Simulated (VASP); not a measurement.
Set up this calculation in VASP 6.6.1, as the native input.

| Quantity | Value |
| --- | --- |
| Task | single point |
| Functional | PBE |
| Potentials or basis | VASP PAW PBE potentials, release 64 (Se) |
| Cutoff | 520 eV |
| k mesh | 6 × 6 × 5 |
| Occupations | fermi-dirac, width 0.03 eV |
| Spin | no spin polarisation |
| Dipole correction | no |
| Further INCAR settings | ALGO = Normal; EDIFF = 1e-07; NBANDS = 16 |

The structure of Se lies in POSCAR:

```
Se
1.0
    4.3661999489      0.0000000000      0.0000000000
   -2.1830999745      3.7812400738      0.0000000000
    0.0000000000      0.0000000000      4.9536000000
Se
3
Direct
    0.2254000000      0.0000000000      0.3333333333
    0.0000000000      0.2254000000      0.6666666667
    0.7746000000      0.7746000000      0.0000000000
```

One way to write it, as run:

INCAR

```
PREC = Accurate ; ENCUT = 520
EDIFF = 1E-7 ; ISMEAR = -1
SIGMA = 0.03 ; LREAL = False
LASPH = True ; NELM = 100
ALGO = Normal ; ISIF = 2
LWAVE = False ; LCHARG = True
GGA = PE ; LELF = True
LVHAR = True ; NBANDS = 16
```

KPOINTS

```
Automatic mesh
0
Gamma
  6 6 5
```

Potentials or basis: VASP PAW PBE potentials, release 64 (Se).

Command:

```console
$ cat potpaw_PBE.64/Se/POTCAR > POTCAR
$ mpirun -np 1 vasp_std > vasp.out
```

Results of the run:

```
Pressure               : 2.9 GPa
Largest force          : 0.432 eV/Å
Band gap on the k mesh : 1.31 eV, indirect (least direct gap 1.51 eV)
```

Wall time 20 s on 1 thread of Intel(R) Xeon(R) Platinum 8488C (Sapphire Rapids), on a shared host, peak memory 0.19 GiB.
